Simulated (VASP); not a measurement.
# In4Sb3As (P-43m) in VASP: further runs

Runs on In4Sb3As. Level: PBE. Tasks: single point, relaxation of cell and atoms.

All numbers are computed with VASP 6.6.1; they aren't measurements. Logs are shortened: lines on timing, memory, paths and dates and some standing lists are left out, and cuts for length are marked.

## Step 1: The cell of the first run

It takes space group P-43m (No. 215, cubic). The conventional cell has a = 6.448 Å, b = 6.448 Å, c = 6.448 Å, α = 90.00°, β = 90.00°, γ = 90.00°. As (site symmetry -43m) has 4 In at 2.70 Å within 3.6 Å. Within 3.6 Å of In (site symmetry 3m) lie 1 As at 2.70 Å and 3 Sb at 2.83 Å. Sb (site symmetry -42m) has 4 In at 2.83 Å within 3.7 Å.

## Step 2: Single point, PBE, non-collinear spin, zero start, spin-orbit coupling

Input file INCAR:

```
PREC = Accurate
ENCUT = 520
EDIFF = 1E-6
ISMEAR = -1
SIGMA = 0.02
LREAL = F
LASPH = T
NELM = 150
ALGO = Normal
ISIF = 2
LWAVE = F
LCHARG = T
MAGMOM = 0 0 0 0 0 0 0 0 0 0 0 0 0 0 0 0 0 0 0 0 0 0 0 0
LORBIT = 11
LSORBIT = T
GGA_COMPAT = F
LORBMOM = T
GGA = PE
LVHAR = T
NBANDS = 90
```

Input file KPOINTS:

```
regular mesh
0
Gamma
  4 4 4
```

Input file POSCAR:

```
In4Sb3As
1.0
    6.4483856685      0.0000000000      0.0000000000
    0.0000000000      6.4483856685      0.0000000000
    0.0000000000      0.0000000000      6.4483856685
As In Sb
1 4 3
Direct
    0.0000000000      0.0000000000      0.0000000000
    0.7586205906      0.7586205906      0.7586205906
    0.2413794094      0.2413794094      0.7586205906
    0.2413794094      0.7586205906      0.2413794094
    0.7586205906      0.2413794094      0.2413794094
    0.5000000000      0.5000000000      0.0000000000
    0.5000000000      0.0000000000      0.5000000000
    0.0000000000      0.5000000000      0.5000000000
```

Potentials or basis: VASP PAW PBE potentials, release 64 (As, In_d, Sb).

Run with:

```
$ cat potpaw_PBE.64/As/POTCAR potpaw_PBE.64/In_d/POTCAR potpaw_PBE.64/Sb/POTCAR > POTCAR
$ mpirun -np 1 vasp_ncl > vasp.out
```

OUTCAR:

```text
PREC = Accurate
   ENCUT = 520
   EDIFF = 1E-6
   ISMEAR = -1
   LREAL = F
   LASPH = T
   NELM = 150
   ISIF = 2
   LORBIT = 11
   LSORBIT = T
   GGA = PE

 ion  position               nearest neighbor table
   1  0.000  0.000  0.000-   2 2.70   3 2.70   4 2.70   5 2.70
   2  0.759  0.759  0.759-   1 2.70   6 2.83   7 2.83   8 2.83
   3  0.241  0.241  0.759-   1 2.70   6 2.83   7 2.83   8 2.83
   4  0.241  0.759  0.241-   1 2.70   6 2.83   7 2.83   8 2.83
   5  0.759  0.241  0.241-   1 2.70   6 2.83   7 2.83   8 2.83
   6  0.500  0.500  0.000-   2 2.83   3 2.83   4 2.83   5 2.83
   7  0.500  0.000  0.500-   2 2.83   3 2.83   4 2.83   5 2.83
   8  0.000  0.500  0.500-   2 2.83   3 2.83   4 2.83   5 2.83

  LATTYP: Found a simple cubic cell.
 ALAT       =     6.4483856685

  Lattice vectors:

 A1 = (   6.4483856685,   0.0000000000,   0.0000000000)
 A2 = (   0.0000000000,   6.4483856685,   0.0000000000)
 A3 = (   0.0000000000,   0.0000000000,   6.4483856685)

Analysis of symmetry for initial positions (statically):
=====================================================================
 Subroutine PRICEL returns:
 Original cell was already a primitive cell.

 Routine SETGRP: Setting up the symmetry group for a
 simple cubic supercell.

 Subroutine GETGRP returns: Found 24 space group operations
 (whereof 24 operations were pure point group operations)
 out of a pool of 48 trial point group operations.

The static configuration has the point symmetry T_d .

Analysis of symmetry for dynamics (positions and initial velocities):
=====================================================================
 Subroutine PRICEL returns:
 Original cell was already a primitive cell.

 Routine SETGRP: Setting up the symmetry group for a
 simple cubic supercell.

 Subroutine GETGRP returns: Found 24 space group operations
 (whereof 24 operations were pure point group operations)
 out of a pool of 48 trial point group operations.

The dynamic configuration has the point symmetry T_d .

Analysis of structural, dynamic, and magnetic symmetry:
=====================================================================
 Subroutine PRICEL returns:
 Original cell was already a primitive cell.

 Routine SETGRP: Setting up the symmetry group for a
 simple cubic supercell.

 Subroutine GETGRP returns: Found 24 space group operations
 (whereof 24 operations were pure point group operations)
 out of a pool of 48 trial point group operations.

The overall configuration has the point symmetry T_d .

 Subroutine INISYM returns: Found 24 space group operations
 (whereof 24 operations are pure point group operations),
 and found     1 'primitive' translations

----------------------------------------------------------------------------------------

                                     Primitive cell

  volume of cell :     268.1347

  direct lattice vectors                    reciprocal lattice vectors
     6.448385669  0.000000000  0.000000000     0.155077573  0.000000000  0.000000000
     0.000000000  6.448385669  0.000000000     0.000000000  0.155077573  0.000000000
     0.000000000  0.000000000  6.448385669     0.000000000  0.000000000  0.155077573

  length of vectors
     6.448385669  6.448385669  6.448385669     0.155077573  0.155077573  0.155077573

  position of ions in fractional coordinates (direct lattice)
     0.000000000  0.000000000  0.000000000
     0.758620591  0.758620591  0.758620591
     0.241379409  0.241379409  0.758620591
     0.241379409  0.758620591  0.241379409
     0.758620591  0.241379409  0.241379409
     0.500000000  0.500000000  0.000000000
     0.500000000  0.000000000  0.500000000
     0.000000000  0.500000000  0.500000000

  ion indices of the primitive-cell ions
   primitive index   ion index
[... 1085 lines left out ...]
  --------------------------------------------------------------------------------------
  -------------------------------------------------------------------------------------
  Total        2.5860248      2.5860248      2.5860248      0.0000000      0.0000000     -0.0000000
  in kB       15.4521978     15.4521978     15.4521978      0.0000000      0.0000000     -0.0000000
  external PRESSURE =      15.4521978 kB  Pullay stress =       0.0000000 kB

 VOLUME and BASIS-vectors are now :
 -----------------------------------------------------------------------------
  energy-cutoff  :      520.00
  volume of cell :      268.13
      direct lattice vectors                 reciprocal lattice vectors
     6.448385669  0.000000000  0.000000000     0.155077573  0.000000000  0.000000000
     0.000000000  6.448385669  0.000000000     0.000000000  0.155077573  0.000000000
     0.000000000  0.000000000  6.448385669     0.000000000  0.000000000  0.155077573

 POSITION                                       TOTAL-FORCE (eV/Angst)
 -----------------------------------------------------------------------------------
      0.00000      0.00000      0.00000         0.000000      0.000000      0.000000
      4.89188      4.89188      4.89188         0.002038      0.002038      0.002038
      1.55651      1.55651      4.89188        -0.002038     -0.002038      0.002038
      1.55651      4.89188      1.55651        -0.002038      0.002038     -0.002038
      4.89188      1.55651      1.55651         0.002038     -0.002038     -0.002038
      3.22419      3.22419      0.00000         0.000000      0.000000     -0.000000
      3.22419      0.00000      3.22419         0.000000      0.000000      0.000000
      0.00000      3.22419      3.22419         0.000000      0.000000     -0.000000
 -----------------------------------------------------------------------------------
    total drift:                                0.000000      0.000000      0.000000

  FREE ENERGIE OF THE ION-ELECTRON SYSTEM (eV)
  ---------------------------------------------------
  free  energy   TOTEN  =       -28.7603181285 eV

  energy  without entropy=      -28.7602222662  energy(sigma->0) =      -28.76027020

 orbital moment (x)

 # of ion     p       d       tot
 ----------------------------------------
  1         0.000  -0.000   0.000
  2        -0.000   0.000  -0.000
  3        -0.000   0.000  -0.000
  4         0.000   0.000   0.000
  5         0.000   0.000   0.000
  6         0.000  -0.000   0.000
  7         0.000  -0.000   0.000
  8        -0.000   0.000  -0.000
 ----------------------------------------
            0.000   0.000   0.000

 orbital moment (y)

 # of ion     p       d       tot
 ----------------------------------------
  1         0.000  -0.000   0.000
  2         0.000  -0.000   0.000
  3        -0.000   0.000   0.000
  4         0.000  -0.000   0.000
  5        -0.000  -0.000  -0.000
  6        -0.000  -0.000  -0.000
  7         0.000   0.000   0.000
  8        -0.000  -0.000  -0.000
 ----------------------------------------
            0.000   0.000   0.000

 orbital moment (z)

 # of ion     p       d       tot
 ----------------------------------------
  1         0.000  -0.000  -0.000
  2         0.000   0.000   0.000
  3         0.000   0.000   0.000
  4         0.000  -0.000  -0.000
  5         0.000   0.000   0.000
  6         0.000   0.000   0.000
  7         0.000   0.000   0.000
  8         0.000   0.000   0.000
 ----------------------------------------
            0.000   0.000   0.000

 Spin-Orbit-Coupling matrix elements

 Ion:    1  E_soc:     -0.0283812
 l=   1
     0.0000000    -0.0047283    -0.0047283
    -0.0047283     0.0000000    -0.0047283
    -0.0047283    -0.0047283     0.0000000
 l=   2
     0.0000000    -0.0000001     0.0000000    -0.0000001    -0.0000018
    -0.0000001     0.0000000    -0.0000014    -0.0000001    -0.0000005
     0.0000000    -0.0000014     0.0000000    -0.0000014     0.0000000
    -0.0000001    -0.0000001    -0.0000014     0.0000000    -0.0000005
    -0.0000018    -0.0000005     0.0000000    -0.0000005     0.0000000
 l=   3
     0.0000000     0.0000000     0.0000000     0.0000000     0.0000000     0.0000000     0.0000000
     0.0000000     0.0000000     0.0000000     0.0000000     0.0000000     0.0000000     0.0000000
     0.0000000     0.0000000     0.0000000     0.0000000     0.0000000     0.0000000     0.0000000
     0.0000000     0.0000000     0.0000000     0.0000000     0.0000000     0.0000000     0.0000000
[... 129 lines left out ...]
 l=   2
     0.0000000    -0.0000335     0.0000000    -0.0000279    -0.0000523
    -0.0000335     0.0000000    -0.0000415    -0.0000335    -0.0000138
     0.0000000    -0.0000415     0.0000000    -0.0000397     0.0000000
    -0.0000279    -0.0000335    -0.0000397     0.0000000    -0.0000126
    -0.0000523    -0.0000138     0.0000000    -0.0000126     0.0000000
 l=   3
     0.0000000     0.0000000     0.0000000     0.0000000     0.0000000     0.0000000     0.0000000
     0.0000000     0.0000000     0.0000000     0.0000000     0.0000000     0.0000000     0.0000000
     0.0000000     0.0000000     0.0000000     0.0000000     0.0000000     0.0000000     0.0000000
     0.0000000     0.0000000     0.0000000     0.0000000     0.0000000     0.0000000     0.0000000
     0.0000000     0.0000000     0.0000000     0.0000000     0.0000000     0.0000000     0.0000000
     0.0000000     0.0000000     0.0000000     0.0000000     0.0000000     0.0000000     0.0000000
     0.0000000     0.0000000     0.0000000     0.0000000     0.0000000     0.0000000     0.0000000

 total charge

# of ion       s       p       d       tot
------------------------------------------
    1        1.234   1.499   0.019   2.752
    2        0.870   0.685   9.867  11.421
    3        0.870   0.685   9.867  11.421
    4        0.870   0.685   9.867  11.421
    5        0.870   0.685   9.867  11.421
    6        1.138   1.330   0.019   2.486
    7        1.138   1.330   0.019   2.486
    8        1.138   1.330   0.019   2.486
--------------------------------------------------
tot          8.125   8.228  39.543  55.896

 magnetization (x)

# of ion       s       p       d       tot
------------------------------------------
    1        0.000   0.000   0.000   0.000
    2        0.000  -0.000   0.000   0.000
    3        0.000   0.000   0.000   0.000
    4       -0.000  -0.000   0.000  -0.000
    5        0.000  -0.000  -0.000  -0.000
    6       -0.000  -0.000   0.000  -0.000
    7        0.000  -0.000   0.000  -0.000
    8       -0.000   0.000   0.000   0.000
--------------------------------------------------
tot          0.000  -0.000   0.000   0.000

 magnetization (y)

# of ion       s       p       d       tot
------------------------------------------
    1        0.000   0.000   0.000   0.000
    2        0.000   0.000  -0.000  -0.000
    3        0.000   0.000  -0.000  -0.000
    4        0.000   0.000  -0.000  -0.000
    5        0.000   0.000  -0.000  -0.000
    6        0.000  -0.000   0.000  -0.000
    7       -0.000   0.000   0.000  -0.000
    8        0.000   0.000  -0.000   0.000
--------------------------------------------------
tot          0.000  -0.000  -0.000  -0.000

 magnetization (z)

# of ion       s       p       d       tot
------------------------------------------
    1        0.000   0.000   0.000   0.000
    2       -0.000   0.000  -0.000   0.000
    3        0.000  -0.000  -0.000  -0.000
    4       -0.000  -0.000  -0.000  -0.000
    5       -0.000  -0.000  -0.000  -0.000
    6        0.000   0.000   0.000   0.000
    7        0.000   0.000   0.000   0.000
    8        0.000   0.000  -0.000   0.000
--------------------------------------------------
tot         -0.000   0.000  -0.000   0.000
```

It took 5.9 min on 1 thread of Intel Xeon 6975P-C (Granite Rapids), shared host; peak memory 0.93 GiB.

What came out:

- Free energy: -28.7603 eV
- Pressure: 1.5 GPa
- Largest force: 0.004 eV/Å
- Net moment: 0.00 μB per cell
- Valence electrons inside the program's atomic spheres: As 2.75; In 11.42; Sb 2.49

Forces on the atoms (eV/Å):
```
As   0.000  0.000  0.000
In   0.002  0.002  0.002
In  -0.002 -0.002  0.002
In  -0.002  0.002 -0.002
In   0.002 -0.002 -0.002
Sb   0.000  0.000  0.000
Sb   0.000  0.000  0.000
Sb   0.000  0.000  0.000
```

Moments on the atoms (μB; x, y, z):
```
As  0.00 0.00 0.00
In  0.00 0.00 0.00
In  0.00 0.00 0.00
In  0.00 0.00 0.00
In  0.00 0.00 0.00
Sb  0.00 0.00 0.00
Sb  0.00 0.00 0.00
Sb  0.00 0.00 0.00
```

## Step 3: Relaxation of cell and atoms, PBE

This run uses another cell than the first one, of 31.42 Å³/atom.

Input file INCAR:

```
PREC = Accurate
ENCUT = 600
EDIFF = 1E-6
ISMEAR = -1
SIGMA = 0.02
LREAL = False
LASPH = True
NELM = 80
ALGO = Normal
ISIF = 3
LWAVE = False
LCHARG = False
GGA = PE
IBRION = 2
NSW = 80
EDIFFG = -0.005
```

Input file KPOINTS:

```
Automatic mesh
0
Gamma
  4 4 4
```

Input file POSCAR:

```
In4Sb3As
1.0
    6.3110735275      0.0000000000      0.0000000000
    0.0000000000      6.3110735275      0.0000000000
    0.0000000000      0.0000000000      6.3110735275
As In Sb
1 4 3
Direct
    0.0000000000      0.0000000000      0.0000000000
    0.7500000000      0.7500000000      0.7500000000
    0.2500000000      0.2500000000      0.7500000000
    0.2500000000      0.7500000000      0.2500000000
    0.7500000000      0.2500000000      0.2500000000
    0.5000000000      0.5000000000      0.0000000000
    0.5000000000      0.0000000000      0.5000000000
    0.0000000000      0.5000000000      0.5000000000
```

Potentials or basis: VASP PAW PBE potentials, release 64 (As, In_d, Sb).

Run with:

```
$ cat potpaw_PBE.64/As/POTCAR potpaw_PBE.64/In_d/POTCAR potpaw_PBE.64/Sb/POTCAR > POTCAR
$ mpirun -np 1 vasp_std > vasp.out
```

Wall time 17 min (1 thread of Intel Xeon Platinum 8488C (Sapphire Rapids), shared host); peak memory 0.45 GiB.

The run converged. Its results:

```yaml
Free_energy: -28.4415 eV
Relaxed_volume: 34.74 Å³/atom
Relaxed_cell: a = 6.526 Å, b = 6.526 Å, c = 6.526 Å, α = 90.00°, β = 90.00°, γ = 90.00°
Space_group_after_relaxing_to_0.1_Å: P-43m (No. 215)
Energy_gained_by_relaxing: 71.1 meV/atom
Ionic_steps: 8
Pressure_after_relaxing: 0.0 GPa
Band_gap_on_the_k_mesh: zero (bands 36 and 37 overlap by 0.01 eV)
```

The path:
```tsv
step	energy change (eV)	largest force (eV/Å)	pressure (GPa)	volume (Å³)
1	0.0000	0.9553	5.35	251.37
2	-0.4633	0.3305	-1.60	291.53
3	-0.5097	0.4574	-0.32	281.01
4	-0.5455	0.2928	-0.18	279.61
5	-0.5683	0.0130	0.09	277.42
6	-0.5683	0.0029	0.09	277.34
7	-0.5684	0.0089	-0.03	278.24
8	-0.5684	0.0029	0.01	277.92
```

Final structure:
```
As In Sb
1.0
     6.52587    0.00000    0.00000
     0.00000    6.52587    0.00000
     0.00000    0.00000    6.52587
As In Sb
1 4 3
Cartesian
  0.0000 0.0000 0.0000
  4.9497 4.9497 4.9497
  1.5762 1.5762 4.9497
  1.5762 4.9497 1.5762
  4.9497 1.5762 1.5762
  3.2629 3.2629 0.0000
  3.2629 0.0000 3.2629
  0.0000 3.2629 3.2629
```

Levels at points of the mesh, in eV from the Fermi level:
```
           k point  band 32  band 33  band 34  band 35  band 36  band 37  band 38  band 39  band 40  band 41
(0.00, 0.00, 0.00)    -2.01    -2.01    -0.68     0.00     0.00     0.00     1.42     1.42     1.47     1.47
(0.50, 0.00, 0.00)    -2.47    -1.45    -1.45    -1.13    -1.13     1.61     1.80     2.24     2.48     3.33
(0.50, 0.50, 0.00)    -2.37    -1.14    -1.14    -0.89    -0.70     1.67     1.89     2.16     2.16     4.10
(0.50, 0.50, 0.50)    -0.82    -0.82    -0.82    -0.66    -0.66    -0.01     0.64     0.64     0.64     3.79
```

Caveat: semilocal functionals underestimate gaps, so a narrow gap can read as zero; spin-orbit coupling is left out, which moves the levels of the heavy elements.
